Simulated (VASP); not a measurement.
The system is MgO.

```xyz
2
Lattice="0.0000 2.1351 2.1351 2.1351 0.0000 2.1351 2.1351 2.1351 0.0000" Properties=species:S:1:pos:R:3 pbc="T T T"
Mg    0.0000    0.0000    0.0000
O     2.1351    2.1351    2.1351
```

| Property | Result |
| --- | --- |
| Program | VASP 6.6.1 |
| Task | relaxation of cell and atoms |
| Functional | PBEsol |
| Potentials or basis | VASP PAW PBE potentials, release 64 (Mg, O) |
| Cutoff | 600 eV |
| k mesh | 10 × 10 × 10 |
| Occupations | gaussian, width 0.02 eV |
| Spin | no spin polarisation |

At the start: pressure -6.5 GPa; volume 9.73 Å³/atom.

Problem. Where does the relaxation end?

Solution. Over 3 steps the energy falls by 8.9 meV/atom and the volume is 9.31 Å³/atom (-4.4 %); space group Fm-3m (No. 225, to 0.05 Å).

The path:
| step | energy change (eV) | largest force (eV/Å) | pressure (GPa) | volume (Å³) |
| --- | --- | --- | --- | --- |
| 1 | 0.0000 | 0.0000 | -6.51 | 19.47 |
| 2 | -0.0162 | 0.0000 | 2.21 | 18.37 |
| 3 | -0.0179 | 0.0000 | 0.01 | 18.62 |

Final structure:
```
CELL_PARAMETERS angstrom
0.00000 2.10372 2.10372
2.10372 0.00000 2.10372
2.10372 2.10372 0.00000
ATOMIC_POSITIONS crystal
Mg 0.00000 0.00000 0.00000
O 0.50000 0.50000 0.50000
```

Caveat: the PAW data sets were made with another functional, which shifts forces and pressure a little.
